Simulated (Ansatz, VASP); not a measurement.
## One calculation of Ge2F3, two programs

```
Ge F
1.0
     0.00000    3.74671    5.29096
     2.78564    0.00000    5.29096
     2.78564    3.74671    0.00000
Ge F
2 3
Direct
  0.78449 0.21551 0.78449
  0.21551 0.78449 0.21551
  0.12594 0.12594 0.87406
  0.87406 0.87406 0.12594
  0.50000 0.50000 0.50000
```

Alike in both runs: functional PBE; k mesh 10 × 10 × 10; occupations gaussian, width 0.1 eV; no spin polarisation.

Ansatz relaxed the structure, and its values are those at the end. VASP's run is a single point on that final structure, the one shown.

|  | VASP | Ansatz |
| --- | --- | --- |
| version | VASP 6.6.1 | Ansatz 0.2.0 |
| potentials or method | VASP PAW PBE potentials, release 64 (Ge_d, F), cutoff 520 eV | scalar-relativistic, plane waves, PAW |
| valence electrons in the cell | 49 | 49 |

Ansatz gave:

- gap on the k mesh at the Fermi level (eV): none
- pressure (GPa): 0.0
- rms of the force components (eV/Å): 0.001

Problem. Estimate VASP's values.

Solution. gap on the k mesh at the Fermi level (eV): none; pressure (GPa): 0.0; rms of the force components (eV/Å): 0.025.

A gap of «none» marks a metal or a gap that the smearing closes. With one functional, cell and mesh, what is left measures potentials, basis and numerics.
